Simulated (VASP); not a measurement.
Set up this calculation in VASP 6.6.1, as the native input.

```
Task                   : single point
Functional             : PBEsol
Potentials or basis    : VASP PAW PBE potentials, release 64 (Ti_sv, B)
Cutoff                 : 500 eV
k mesh                 : 6 × 12 × 8
Occupations            : gaussian, width 0.1 eV
Spin                   : no spin polarisation
Dipole correction      : no
Further INCAR settings : ALGO = Normal; EDIFF = 1e-06; NBANDS = 40
```

The structure of TiB lies in POSCAR:

```
TiB
1.0
    6.0607032994      0.0000000000      0.0000000000
    0.0000000000      3.0341438268      0.0000000000
    0.0000000000      0.0000000000      4.5277845902
Ti B
4 4
Direct
    0.1773881499      0.2500000000      0.1219570033
    0.8226118501      0.7500000000      0.8780429967
    0.3226118501      0.7500000000      0.6219570033
    0.6773881499      0.2500000000      0.3780429967
    0.0302302589      0.2500000000      0.6002186362
    0.9697697411      0.7500000000      0.3997813638
    0.4697697411      0.7500000000      0.1002186362
    0.5302302589      0.2500000000      0.8997813638
```

These files were run (other wordings do the same):

INCAR

```
ALGO     = Normal         # electronic algorithm
EDIFF    = 1E-6           # SCF threshold, eV
ENCUT    = 500            # plane-wave cutoff, eV
GGA      = PS             # functional
GGA_COMPAT= F            
ISIF     = 2              # what is computed and relaxed
ISMEAR   = 0              # smearing method
LASPH    = T              # aspherical terms in the spheres
LCHARG   = F              # write CHGCAR
LREAL    = F              # projectors in reciprocal space
LWAVE    = F              # write WAVECAR
NBANDS   = 40             # bands
NELM     = 120            # most SCF steps
PREC     = Accurate       # precision mode
SIGMA    = 0.1            # smearing width, eV
```

KPOINTS

```
k-points
0
Gamma
  6 12 8
```

Potentials or basis: VASP PAW PBE potentials, release 64 (Ti_sv, B).

Run with:

```console
$ cat potpaw_PBE.64/Ti_sv/POTCAR potpaw_PBE.64/B/POTCAR > POTCAR
$ mpirun -np 1 vasp_std > vasp.out
```

Results of the run:

* Pressure: -0.1 GPa
* Largest force: 0.006 eV/Å
* Band gap on the k mesh: zero (bands 30 and 31 overlap by 1.72 eV)

Caveat: the PAW data sets were made with another functional, which shifts forces and pressure a little.

It took 9.7 min on 1 thread of Oxide Virtual Turin-like Processor, with other jobs on the host, peak memory 0.4 GiB.
